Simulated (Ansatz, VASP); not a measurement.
Two plane-wave programs on SnO2

Contents of INCAR:

```
SYSTEM = SnO2
ALGO = Normal
EDIFF = 1E-6
ENCUT = 520
GGA = PE
ISIF = 2
ISMEAR = 0
IVDW = 12
LASPH = .TRUE.
LCHARG = .FALSE.
LREAL = .FALSE.
LWAVE = .FALSE.
NBANDS = 35
NELM = 80
PREC = Accurate
SIGMA = 0.05
```

Contents of KPOINTS:

```
k-points
0
G
  12 12 4
  0 0 0
```

Contents of POSCAR:

```
SnO2
1.0
    3.2914593056      0.0000000000      0.0000000000
   -1.6457296528      2.8504873742      0.0000000000
    0.0000000000      0.0000000000     10.5913895093
Sn O
2 4
Direct
   -0.1949598692      0.0000000000      0.5000000000
    0.1949598692      0.0000000000      0.0000000000
    0.4692314443      0.3333333333      0.4017901351
    0.8641018891      0.3333333333      0.0982098649
    0.1358981109      0.6666666667      0.5982098649
    0.5307685557      0.6666666667      0.9017901351
```

Input for Ansatz:

```yaml
crystal:
  lattice:
    - [3.2914593056, 0.0, 0.0]
    - [-1.6457296528, 2.8504873742, 0.0]
    - [0.0, 0.0, 10.5913895093]
  atoms:
    - { symbol: Sn, position: [-0.1949598692, 0.0, 0.5] }
    - { symbol: Sn, position: [0.1949598692, 0.0, 0.0] }
    - { symbol: O, position: [0.4692314443, 0.3333333333, 0.4017901351] }
    - { symbol: O, position: [0.8641018891, 0.3333333333, 0.0982098649] }
    - { symbol: O, position: [0.1358981109, 0.6666666667, 0.5982098649] }
    - { symbol: O, position: [0.5307685557, 0.6666666667, 0.9017901351] }
basis:
  ecutwfc: 520.0
kpoints:
  mp_grid: { grid: [12, 12, 4] }
hamiltonian:
  xc: pbe
  dispersion: d3bj
scf:
  occupations: { method: gaussian, width: 0.05 }
output:
  forces: true
  stress: true
  eigenvalues: true
```

Change from the starting cell: mode 1 frozen in at -0.634 Å, equal normal strain along x, y and z +0.0250.

Alike in both runs: task single point; functional PBE; dispersion D3(BJ); k mesh 12 × 12 × 4; occupations gaussian, width 0.05 eV; no spin polarisation.

|  | VASP | Ansatz |
| --- | --- | --- |
| version | VASP 6.6.1 | Ansatz 0.2.0 |
| potentials or method | VASP PAW PBE potentials, release 64 (Sn_d, O), cutoff 520 eV | scalar-relativistic, plane waves, PAW |
| valence electrons in the cell | 52 | 52 |

```tsv
	VASP	Ansatz	Ansatz less VASP
gap on the k mesh at the Fermi level (eV)	1.75	1.77	+0.024
least direct gap on the mesh (eV)	1.98	2.00	+0.020
pressure (GPa)	-8.2	-8.6	-0.43
traceless stress, the component that is largest in VASP (GPa)	2.37	2.65	+0.284
rms of the force components (eV/Å)	0.302	0.323	+0.0219
```

Atom by atom the forces differ by 0.022 eV/Å (rms over components).
